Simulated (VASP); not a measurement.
Write the native input for VASP 6.6.1 that does the following.

```
Task                   : single point
Functional             : PBEsol
Potentials or basis    : VASP PAW PBE potentials, release 64 (Zn, O)
Cutoff                 : 520 eV
k mesh                 : 9 × 9 × 6
Occupations            : gaussian, width 0.05 eV
Spin                   : no spin polarisation
Dipole correction      : no
Further INCAR settings : ALGO = Normal; EDIFF = 1e-07; NBANDS = 26
```

The structure of ZnO lies in POSCAR:

```
ZnO
1.0
    3.2601408460      0.0000000000      0.0000000000
   -1.6300704230      2.8233647925      0.0000000000
    0.0000000000      0.0000000000      5.1223332972
Zn O
2 2
Direct
    0.3333333333      0.6666666667      0.0015754469
    0.6666666667      0.3333333333      0.5015754469
    0.3333333333      0.6666666667      0.4106854153
    0.6666666667      0.3333333333      0.9106854153
```

This cell differs from its parent crystal: atoms shifted along a free coordinate, c/a of the conventional cell at fixed volume 1.5712.

One way to write it, as run:

INCAR

```
SYSTEM = ZnO
ALGO = Normal
EDIFF = 1E-7
ENCUT = 520
GGA = PS
ISIF = 2
ISMEAR = 0
LASPH = .True.
LCHARG = .False.
LREAL = .False.
LWAVE = .False.
NBANDS = 26
NELM = 100
PREC = Accurate
SIGMA = 0.05
```

KPOINTS

```
k-points
0
Gamma
  9 9 6
  0 0 0
```

Potentials or basis: VASP PAW PBE potentials, release 64 (Zn, O).

The run is started by

```bash
$ cat potpaw_PBE.64/Zn/POTCAR potpaw_PBE.64/O/POTCAR > POTCAR
$ mpirun -np 1 vasp_std > vasp.out
```

It gave:

| Quantity | Value |
| --- | --- |
| Pressure | 1.2 GPa |
| Largest force | 0.492 eV/Å |
| Band gap on the k mesh | 0.74 eV |

Caveat: the PAW data sets were made with another functional, which shifts forces and pressure a little.

Run time: 94 s on 1 thread of AMD EPYC 7R13 (shared host), peak memory 0.16 GiB.
